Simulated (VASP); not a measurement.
# LuTa2: relaxation of cell and atoms with PBE

The system is LuTa2.

```xyz
6
Lattice="3.7553 0.0000 0.0000 0.0000 3.7553 0.0000 0.0000 0.0000 7.6054" Properties=species:S:1:pos:R:3 pbc="T T T"
Lu    0.0000    1.8777    5.5404
Lu    1.8777    0.0000    2.0649
Ta    0.0000    0.0000    0.0000
Ta    1.8777    1.8777    0.0000
Ta    0.0000    1.8777    2.8210
Ta    1.8777    0.0000    4.7843
```

The cell was generated, and may not be a known phase.

```json
{
  "Program": "VASP 6.6.1",
  "Task": "relaxation of cell and atoms",
  "Functional": "PBE",
  "Potentials or basis": "VASP PAW PBE potentials, release 64 (Lu, Ta_pv)",
  "Cutoff": "600 eV",
  "k mesh": "4 × 4 × 2",
  "Occupations": "gaussian, width 0.1 eV",
  "Spin": "no spin polarisation",
  "Dipole correction": "no",
  "Further INCAR settings": "ALGO = Normal; EDIFF = 1e-06; IBRION = 2; EDIFFG = -0.04; NSW = 90; ISIF = 3"
}
```

```json
{
  "Relaxed volume": "23.72 Å³/atom",
  "Relaxed cell": "a = 3.703 Å, b = 3.703 Å, c = 10.381 Å, α = 90.00°, β = 90.00°, γ = 90.00°",
  "Space group after relaxing (to 0.1 Å)": "P4/nmm (No. 129)",
  "Energy gained by relaxing": "517.6 meV/atom",
  "Ionic steps": "43",
  "Pressure after relaxing": "-0.1 GPa",
  "Largest force after relaxing": "0.028 eV/Å",
  "Band gap on the k mesh": "zero (bands 47 and 48 overlap by 0.96 eV)"
}
```

Forces on the atoms (eV/Å):
```
Lu   0.000  0.000 -0.014
Lu   0.000  0.000  0.014
Ta   0.000  0.000  0.000
Ta   0.000  0.000  0.000
Ta   0.000  0.000 -0.028
Ta   0.000  0.000  0.028
```

Step by step:
| step | energy change (eV) | largest force (eV/Å) | pressure (GPa) | volume (Å³) |
| --- | --- | --- | --- | --- |
| 1 | 0.0000 | 0.8230 | 29.05 | 107.26 |
| 3 | -1.6588 | 0.1075 | -0.66 | 129.80 |
| 5 | -1.3168 | 0.2874 | 10.34 | 117.85 |
| 7 | -1.6667 | 0.1170 | 0.21 | 128.34 |
| 9 | -1.6688 | 0.5346 | -0.08 | 129.15 |
| 11 | -1.6709 | 0.3712 | 0.03 | 128.84 |
| 13 | -1.6747 | 0.4480 | 0.13 | 129.00 |
| 15 | -1.6956 | 0.6869 | -0.17 | 129.65 |
| 17 | -1.8191 | 1.4128 | -0.32 | 131.98 |
| 19 | -1.9472 | 2.9717 | 8.95 | 137.67 |
| 21 | -2.4119 | 2.5543 | 5.43 | 136.81 |
| 23 | -2.4556 | 2.4434 | 4.58 | 136.51 |
| 25 | -2.8293 | 1.0513 | -3.04 | 146.02 |
| 27 | -3.0431 | 0.5094 | 1.58 | 140.22 |
| 29 | -3.0865 | 0.2708 | 0.60 | 141.70 |
| 31 | -3.1028 | 0.1353 | -0.23 | 142.87 |
| 33 | -3.1041 | 0.0376 | -0.25 | 142.85 |
| 35 | -3.1045 | 0.0521 | 0.11 | 142.41 |
| 37 | -3.1044 | 0.0442 | -0.04 | 142.65 |
| 39 | -3.1045 | 0.0492 | 0.00 | 142.49 |
| 41 | -3.1045 | 0.0503 | 0.02 | 142.46 |
| 43 | -3.1055 | 0.0278 | -0.07 | 142.33 |

Final structure:
```cif
data_structure
_symmetry_space_group_name_H-M 'P 1'
_symmetry_Int_Tables_number 1
_cell_length_a 3.7028
_cell_length_b 3.7028
_cell_length_c 10.3809
_cell_angle_alpha 90.000
_cell_angle_beta 90.000
_cell_angle_gamma 90.000
_cell_volume 142.33
loop_
_atom_site_label
_atom_site_type_symbol
_atom_site_fract_x
_atom_site_fract_y
_atom_site_fract_z
_atom_site_occupancy
Lu1 Lu 0.00000 0.50000 0.74523 1
Lu2 Lu 0.50000 0.00000 0.25477 1
Ta1 Ta 0.00000 0.00000 0.00000 1
Ta2 Ta 0.50000 0.50000 0.00000 1
Ta3 Ta 0.00000 0.50000 0.45011 1
Ta4 Ta 0.50000 0.00000 0.54989 1
```

Levels at points of the mesh, in eV from the Fermi level:
| k point | band 44 | band 45 | band 46 | band 47 | band 48 | band 49 | band 50 | band 51 |
| --- | --- | --- | --- | --- | --- | --- | --- | --- |
| (0.00, 0.00, 0.00) | -0.95 | -0.95 | 0.10 | 0.21 | 0.26 | 0.35 | 0.35 | 0.80 |
| (0.50, 0.00, 0.00) | -1.28 | -0.39 | -0.39 | 0.50 | 0.50 | 0.85 | 0.85 | 0.99 |
| (0.50, 0.50, 0.00) | -0.54 | -0.42 | -0.42 | 0.02 | 0.02 | 0.40 | 0.40 | 1.67 |
| (0.00, 0.00, 0.50) | -0.90 | -0.90 | -0.30 | -0.26 | 0.19 | 0.19 | 1.04 | 1.14 |
| (0.50, 0.00, 0.50) | -1.26 | -0.42 | -0.42 | 0.69 | 0.69 | 0.86 | 0.86 | 1.08 |
| (0.50, 0.50, 0.50) | -0.77 | -0.31 | -0.31 | -0.27 | -0.27 | 0.35 | 0.35 | 1.02 |

Wall time 31 min on 1 thread of Intel(R) Xeon(R) 6975P-C (Granite Rapids), with other jobs on the host, peak memory 0.31 GiB.

Caveat: the k points lie up to 0.42 Å⁻¹ apart in the final cell, too coarse for converged energies and pressures of a metal; the volume moved by over 15 % at a fixed basis, so the end points are rough; spin-orbit coupling is left out, which moves the levels of the heavy elements.
